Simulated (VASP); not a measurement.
# Ag (Fm-3m) in VASP: single point with LDA

Aim: the single point of Ag with LDA.

All numbers are computed with VASP 6.6.1; they aren't measurements. Logs are shortened: lines on timing, memory, paths and dates and some standing lists are left out, and cuts for length are marked.

### Step 1. The cell of the first run

It takes space group Fm-3m (No. 225, cubic). Conventional cell: a = 4.002 Å, b = 4.002 Å, c = 4.002 Å, α = 90.00°, β = 90.00°, γ = 90.00°. Within 3.7 Å of Ag (site symmetry m-3m) lie 12 Ag at 2.83 Å.

### Step 2. Single point, LDA

Contents of INCAR:

```
SYSTEM = Ag
PREC = Accurate
ENCUT = 520
EDIFF = 1E-7
ISMEAR = -1
SIGMA = 0.08
LREAL = .False.
LASPH = .True.
NELM = 80
ALGO = Normal
ISIF = 2
LWAVE = .False.
LCHARG = .True.
LELF = .True.
LVHAR = .True.
NBANDS = 12
```

Contents of KPOINTS:

```
regular mesh
0
Gamma
  18 18 18
  0 0 0
```

Contents of POSCAR:

```
Ag
1.0
    0.0000000000      2.0009552870      2.0009552870
    2.0009552870      0.0000000000      2.0009552870
    2.0009552870      2.0009552870      0.0000000000
Ag
1
Direct
    0.0000000000      0.0000000000      0.0000000000
```

Potentials or basis: VASP PAW LDA potentials, release 64 (Ag).

Run with:

```
$ cat potpaw_LDA.64/Ag/POTCAR > POTCAR
$ mpirun -np 1 vasp_std > vasp.out
```

OUTCAR:

```text
SYSTEM = Ag
   PREC = Accurate
   ENCUT = 520
   EDIFF = 1E-7
   ISMEAR = -1
   LREAL = .False.
   LASPH = .True.
   NELM = 80
   ISIF = 2

 ion  position               nearest neighbor table
   1  0.000  0.000  0.000-

  LATTYP: Found a face centered cubic cell.
 ALAT       =     4.0019105740

  Lattice vectors:

 A1 = (   0.0000000000,   2.0009552870,   2.0009552870)
 A2 = (   2.0009552870,   0.0000000000,   2.0009552870)
 A3 = (   2.0009552870,   2.0009552870,   0.0000000000)

Analysis of symmetry for initial positions (statically):
=====================================================================
 Subroutine PRICEL returns:
 Original cell was already a primitive cell.

 Routine SETGRP: Setting up the symmetry group for a
 face centered cubic supercell.

 Subroutine GETGRP returns: Found 48 space group operations
 (whereof 48 operations were pure point group operations)
 out of a pool of 48 trial point group operations.

The static configuration has the point symmetry O_h .

Analysis of symmetry for dynamics (positions and initial velocities):
=====================================================================
 Subroutine PRICEL returns:
 Original cell was already a primitive cell.

 Routine SETGRP: Setting up the symmetry group for a
 face centered cubic supercell.

 Subroutine GETGRP returns: Found 48 space group operations
 (whereof 48 operations were pure point group operations)
 out of a pool of 48 trial point group operations.

The dynamic configuration has the point symmetry O_h .

 Subroutine INISYM returns: Found 48 space group operations
 (whereof 48 operations are pure point group operations),
 and found     1 'primitive' translations

----------------------------------------------------------------------------------------

                                     Primitive cell

  volume of cell :      16.0229

  direct lattice vectors                    reciprocal lattice vectors
     0.000000000  2.000955287  2.000955287    -0.249880646  0.249880646  0.249880646
     2.000955287  0.000000000  2.000955287     0.249880646 -0.249880646  0.249880646
     2.000955287  2.000955287  0.000000000     0.249880646  0.249880646 -0.249880646

  length of vectors
     2.829778105  2.829778105  2.829778105     0.432805975  0.432805975  0.432805975

  position of ions in fractional coordinates (direct lattice)
     0.000000000  0.000000000  0.000000000

  ion indices of the primitive-cell ions
   primitive index   ion index
                 1           1

----------------------------------------------------------------------------------------

 KPOINTS: regular mesh

Automatic generation of k-mesh.
 Grid dimensions read from file:
 generate k-points for:   18   18   18

 Generating k-lattice:

  Cartesian coordinates                     Fractional coordinates (reciprocal lattice)
    -0.013882258  0.013882258  0.013882258     0.055555556  0.000000000  0.000000000
     0.013882258 -0.013882258  0.013882258     0.000000000  0.055555556  0.000000000
     0.013882258  0.013882258 -0.013882258     0.000000000  0.000000000  0.055555556

  Length of vectors
     0.024044776  0.024044776  0.024044776

  Shift w.r.t. Gamma in fractional coordinates (k-lattice)
     0.000000000  0.000000000  0.000000000

 Subroutine IBZKPT returns following result:
 ===========================================

 Found    195 irreducible k-points:

 Following reciprocal coordinates:
            Coordinates               Weight
  0.000000  0.000000  0.000000      1.000000
  0.055556  0.000000  0.000000      8.000000
  0.111111  0.000000  0.000000      8.000000
  0.166667  0.000000  0.000000      8.000000
  0.222222  0.000000  0.000000      8.000000
  0.277778  0.000000  0.000000      8.000000
[... 16 lines left out ...]
 -0.277778  0.055556  0.000000     24.000000
 -0.222222  0.055556  0.000000     24.000000
 [... further k-points ...]
   k-points           NKPTS =    195   k-points in BZ     NKDIM =    195   number of bands    NBANDS=     12
   number of dos      NEDOS =    301   number of ions     NIONS =      1
   total plane-waves  NPLWV =  13824
   dimension x,y,z NGX =    24 NGY =   24 NGZ =   24
   dimension x,y,z NGXF=    48 NGYF=   48 NGZF=   48
   ions per type =               1
   NGX,Y,Z   is equivalent  to a cutoff of  14.10, 14.10, 14.10 a.u.
   NGXF,Y,Z  is equivalent  to a cutoff of  28.20, 28.20, 28.20 a.u.
 SYSTEM =  Ag
   PREC   = accura    normal or accurate (medium, high low for compatibility)
   ISTART =      0    job   : 0-new  1-cont  2-samecut
   ICHARG =      2    charge: 1-file 2-atom 10-const
   ISPIN  =      1    spin polarized calculation?
   LNONCOLLINEAR =      F non collinear calculations
   LSORBIT =      F    spin-orbit coupling
   LASPH  =      T    aspherical Exc in radial PAW
   ENCUT  =  520.0 eV  38.22 Ry    6.18 a.u.   5.26  5.26  5.26*2*pi/ulx,y,z
   NELM   =     80;   NELMIN=  2; NELMDL= -5     # of ELM steps
   EDIFF  = 0.1E-06   stopping-criterion for ELM
   LREAL  =      F    real-space projection
   EDIFFG = 0.1E-05   stopping-criterion for IOM
   NSW    =      0    number of steps for IOM
   IBRION =     -1    ionic relax: 0-MD 1-quasi-New 2-CG
   NFREE  =      0    steps in history (QN), initial steepest desc. (CG)
   ISIF   =      2    stress and relaxation
   ISYM   =      2    0-nonsym 1-usesym 2-fastsym
   POTIM  = 0.5000    time-step for ionic-motion
   TEBEG  =    0.0;   TEEND  =   0.0 temperature during run
   PSTRESS=    0.0 pullay stress
   NELECT =      11.0000    total number of electrons
   NUPDOWN=      -1.0000    fix difference up-down
   EMIN   =  10.00;   EMAX   =-10.00  energy-range for DOS
   EFERMI =   0.00;   METHOD = LEGACY
   ISMEAR =    -1;   SIGMA  =   0.08  broadening in eV -4-tet -1-fermi 0-gaus
   EFERMI_NEDOS =   21; number of points for ismear=-14 and -15
   IALGO  =     38    algorithm
   IMIX   =      4    mixing-type and parameters
     AMIX     =   0.40;   BMIX     =  1.00
     AMIX_MAG =   1.60;   BMIX_MAG =  1.00
  volume/ion in A,a.u.               =      16.02       108.13
  Fermi-wavevector in a.u.,A,eV,Ry     =   1.444192  2.729128 28.377552  2.085691
  Thomas-Fermi vector in A             =   2.562515
   LORBIT       =      0    0 simple, 1 ext, 2 COOP (PROOUT), +10 PAW based schemes
   GGA     = CA    functional components
   LHFCALC =     F    Hartree Fock is set to
   AEXX    =    0.0000 exact exchange contribution
   IVDW    =     0    specifies the selected vdW correction
   LEPSILON=     F    determine dielectric tensor
   LRPA    =     F    only Hartree local field effects (RPA)
 non-spin polarized calculation
  energy-cutoff  :      520.00
  volume of cell :       16.02
 maximum number of plane-waves:       444
 NGX is ok and might be reduce to    24
   NGX = 11   NGY = 11   NGZ = 11

 number of electron      11.0000002 magnetization

 Free energy of the ion-electron system (eV)
  ---------------------------------------------------
  ext. energy  EPLUGINS =         0.00000000
  ---------------------------------------------------
  free energy    TOTEN  =        -3.78640536 eV

  energy without entropy =       -3.78185563  energy(sigma->0) =       -3.78413049

 E-fermi :   9.0452     XC(G=0): -12.9524

 val. band max:        8.9931655742   @ k =   0.5000   0.2778   0.1111
 cond. band min:       9.1854620683   @ k =   0.5000   0.1111   0.0000
 fundamental gap:      0.1922964942
 Fermi energy:         9.0452200383

 k-point     1 :       0.0000    0.0000    0.0000
  band No.  band energies     occupation
      1       0.7552      2.00000
      2       4.0439      2.00000
      3       4.0439      2.00000
      4       4.0439      2.00000
      5       5.2205      2.00000
      6       5.2205      2.00000
      7      25.1884      0.00000
      8      29.0655      0.00000
      9      29.0655      0.00000
     10      29.0655      0.00000
     11      34.2435      0.00000
     12      35.6654      0.00000

 k-point     2 :       0.0556    0.0000    0.0000
  band No.  band energies     occupation
      1       0.8571      2.00000
      2       4.0177      2.00000
      3       4.0741      2.00000
      4       4.0741      2.00000
      5       5.2082      2.00000
      6       5.2082      2.00000
      7      25.2354      0.00000
      8      28.2450      0.00000
      9      29.1289      0.00000
     10      29.1289      0.00000
     11      34.4399      0.00000
     12      35.4993      0.00000

 k-point     3 :       0.1111    0.0000    0.0000
  band No.  band energies     occupation
      1       1.1515      2.00000
      2       3.9555      2.00000
      3       4.1527      2.00000
      4       4.1527      2.00000
      5       5.1837      2.00000
      6       5.1837      2.00000
      7      25.1342      0.00000
      8      26.7627      0.00000
      9      29.2940      0.00000
     10      29.2940      0.00000
     11      33.5231      0.00000
     12      34.9663      0.00000
[... 286 lines left out ...]
 k-point    23 :      -0.2778    0.0556    0.0000
  band No.  band energies     occupation
      1       2.4345      2.00000
      2       4.1891      2.00000
      3       4.2619      2.00000
      4       4.6456      2.00000
      5       5.3745      2.00000
      6       5.8992      2.00000
      7      18.8930      0.00000
      8      25.2853      0.00000
      9      27.7120      0.00000
     10      30.3096      0.00000
     11      31.9213      0.00000
     12      32.2556      0.00000

 k-point    24 :      -0.2222    0.0556    0.0000
  band No.  band energies     occupation
      1       2.2575      2.00000
      2       4.0169      2.00000
      3       4.3191      2.00000
      4       4.3258      2.00000
      5       5.1594      2.00000
      6       5.5646      2.00000
      7      21.0779      0.00000
      8      25.6231      0.00000
      9      28.2641      0.00000
     10      31.0208      0.00000
     11      31.3654      0.00000
     12      32.4941      0.00000

 [... further k-points ...]
[... 5 lines left out ...]
  --------------------------------------------------------------------------------------
  -------------------------------------------------------------------------------------
  Total        0.0124112      0.0124112      0.0124112     -0.0000000     -0.0000000      0.0000000
  in kB        1.2410281      1.2410281      1.2410281     -0.0000000     -0.0000000      0.0000000
  external PRESSURE =       1.2410281 kB  Pullay stress =       0.0000000 kB

 VOLUME and BASIS-vectors are now :
 -----------------------------------------------------------------------------
  energy-cutoff  :      520.00
  volume of cell :       16.02
      direct lattice vectors                 reciprocal lattice vectors
     0.000000000  2.000955287  2.000955287    -0.249880646  0.249880646  0.249880646
     2.000955287  0.000000000  2.000955287     0.249880646 -0.249880646  0.249880646
     2.000955287  2.000955287  0.000000000     0.249880646  0.249880646 -0.249880646

 POSITION                                       TOTAL-FORCE (eV/Angst)
 -----------------------------------------------------------------------------------
      0.00000      0.00000      0.00000         0.000000      0.000000     -0.000000
 -----------------------------------------------------------------------------------
    total drift:                               -0.000000      0.000000      0.000000

  FREE ENERGIE OF THE ION-ELECTRON SYSTEM (eV)
  ---------------------------------------------------
  free  energy   TOTEN  =        -3.7864053556 eV

  energy  without entropy=       -3.7818556251  energy(sigma->0) =       -3.78413049
```

Wall time 45 s (1 thread of AMD EPYC 7R13, shared host); peak memory 0.13 GiB.

Results:

```yaml
Free_energy: -3.7864 eV
Pressure: 0.1 GPa
```

Levels at points of the mesh, in eV from the Fermi level:
| k point | band 3 | band 4 | band 5 | band 6 | band 7 | band 8 | band 9 | band 10 |
| --- | --- | --- | --- | --- | --- | --- | --- | --- |
| (0.00, 0.00, 0.00) | -5.00 | -5.00 | -3.82 | -3.82 | 16.14 | 20.02 | 20.02 | 20.02 |
| (0.50, 0.00, 0.00) | -5.03 | -2.93 | -2.93 | -0.60 | 3.94 | 15.41 | 18.37 | 18.37 |
| (0.50, 0.50, 0.00) | -2.96 | -2.69 | -2.69 | 1.49 | 7.23 | 10.88 | 10.88 | 18.02 |
